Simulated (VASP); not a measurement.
The system is Ti.

```xyz
1
Lattice="-1.6410 1.6410 1.6410 1.6410 -1.6410 1.6410 1.6410 1.6410 -1.6410" Properties=species:S:1:pos:R:3 pbc="T T T"
Ti    0.0000    0.0000    0.0000
```

This isn't the form of Ti at room conditions, which is hcp.

Base run:

| Property | Result |
| --- | --- |
| Program | VASP 6.6.1 |
| Functional | r2SCAN |
| Potentials or basis | VASP PAW PBE potentials, release 64 (Ti_sv) |
| Cutoff | 520 eV |
| k mesh | 16 × 16 × 16 |
| Occupations | fermi-dirac, width 0.05 eV |
| Spin | collinear spin |
| Starting moments | [1.27] μB |
| Fixed moment | 1.27 μB |

Its results: pressure 1.0 GPa; site moments Ti +0.90 μB.

The run is repeated on the same cell with these changes: fixed moment from 1.27 μB to 2.12 μB; moments at the start from [1.27] to [2.12]. What comes out?

Pressure 7.6 GPa; site moments Ti +1.48 μB.

Caveats: the PAW data sets were made with another functional, which shifts forces and pressure a little; the total moment is fixed, so each spin has its own Fermi level and the state may be an excited one; the cell stands under pressure (at least some runs).
